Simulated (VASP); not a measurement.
Write the native input for VASP 6.6.1 that does the following.

```
Task                   : relaxation of cell and atoms
Functional             : PBE
Potentials or basis    : VASP PAW PBE potentials, release 64 (B)
Cutoff                 : 600 eV
k mesh                 : 20 × 20 × 20
Occupations            : gaussian, width 0.1 eV
Spin                   : no spin polarisation
Dipole correction      : no
Further INCAR settings : ALGO = Normal; EDIFF = 1e-06; IBRION = 2; EDIFFG = -0.01; NSW = 100; ISIF = 3
```

The structure of B lies in POSCAR:

```
B
1.0
   -1.5633985791      1.5633985791      2.7263026806
    1.5633985791     -1.5633985791      2.7263026806
    1.5633985791      1.5633985791     -2.7263026806
B
3
Direct
    0.3459976736      0.3459976736      0.0000000000
    0.7500000000      0.2500000000      0.5000000000
    0.6540023264      0.6540023264      0.0000000000
```

These files were run (other wordings do the same):

INCAR

```
SYSTEM = B
PREC = Accurate
ENCUT = 600
EDIFF = 1E-6
ISMEAR = 0
SIGMA = 0.1
LREAL = .False.
LASPH = .True.
NELM = 80
ALGO = Normal
ISIF = 3
LWAVE = .False.
LCHARG = .False.
GGA = PE
IBRION = 2
NSW = 100
EDIFFG = -0.01
```

KPOINTS

```
regular mesh
0
Gamma
  20 20 20
  0 0 0
```

Potentials or basis: VASP PAW PBE potentials, release 64 (B).

Run with:

```console
$ cat potpaw_PBE.64/B/POTCAR > POTCAR
$ mpirun -np 1 vasp_std > vasp.out
```

Results of the run:

```yaml
Relaxed_volume: 8.86 Å³/atom
Relaxed_cell: a = 3.500 Å, b = 3.500 Å, c = 3.500 Å, α = 126.86°, β = 126.86°, γ = 78.47°
Space_group_after_relaxing_to_0.05_Å: I-4m2 (No. 119)
Energy_gained_by_relaxing: 0.2 meV/atom
Ionic_steps: 5
Pressure_after_relaxing: 0.0 GPa
Largest_force_after_relaxing: 0.006 eV/Å
```

Run time: 3.1 min on 1 thread of Intel(R) Xeon(R) Platinum 8559C (Emerald Rapids), with other jobs on the host, peak memory 0.26 GiB.
